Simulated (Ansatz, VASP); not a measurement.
**Zn3Pd in VASP and in Ansatz**

```
Zn Pd
1.0
    -1.82512    1.82512    3.95745
     1.82512   -1.82512    3.95745
     1.82512    1.82512   -3.95745
Zn Pd
3 1
Direct
  0.75000 0.25000 0.50000
  0.25000 0.75000 0.50000
  0.50000 0.50000 0.00000
  0.00000 0.00000 0.00000
```

Alike in both runs: functional LDA; k mesh 16 × 16 × 16; occupations gaussian, width 0.1 eV; no spin polarisation.

Ansatz relaxed the structure, and its values are those at the end. VASP's run is a single point on that final structure, the one shown.

```csv
,VASP,Ansatz
version,VASP 6.6.1,Ansatz 0.2.0
potentials or method,"VASP PAW LDA potentials, release 64 (Zn, Pd_sv_GW), cutoff 540 eV","scalar-relativistic, plane waves, PAW"
valence electrons in the cell,54,54
```

VASP gave:

| Item | Value |
| --- | --- |
| gap on the k mesh at the Fermi level (eV) | none |
| pressure (GPa) | -0.1 |

Question: Estimate Ansatz's values.

Answer: gap on the k mesh at the Fermi level (eV): none; pressure (GPa): 0.0.

LDA's correlation is that of Perdew and Zunger in VASP and of Perdew and Wang (1992) in Ansatz. A gap of «none» marks a metal or a gap that the smearing closes.
